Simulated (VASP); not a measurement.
Crystal: CoPdO2.

```
CELL_PARAMETERS angstrom
1.43169 0.82659 5.95777
-1.43169 0.82659 5.95777
0.00000 -1.65317 5.95777
ATOMIC_POSITIONS crystal
Pd 0.00000 0.00000 0.00000
Co 0.50000 0.50000 0.50000
O 0.11248 0.11248 0.11248
O 0.88752 0.88752 0.88752
```

Base run:

| Property | Result |
| --- | --- |
| Program | VASP 6.6.1 |
| Functional | PBE |
| Potentials or basis | VASP PAW PBE potentials, release 64 (Pd, Co, O) |
| Cutoff | 520 eV |
| k mesh | 11 × 11 × 11 |
| Occupations | fermi-dirac, width 0.05 eV |
| Spin | no spin polarisation |

Its results: pressure -1.1 GPa; largest force 0.095 eV/Å.

Question: The run is repeated on the same cell with these changes: functional from PBE to PBEsol. What comes out?

Answer: Pressure -10.8 GPa; largest force 0.194 eV/Å.

PBEsol binds more tightly than PBE, so the same cell stands under less pressure.

Caveats: an odd number of electrons without spin polarisation forces a metal; a magnetic or distorted state may lie lower; the run has no spin polarisation, though such a crystal can be magnetic; the PAW data sets were made with another functional, which shifts forces and pressure a little (some runs).
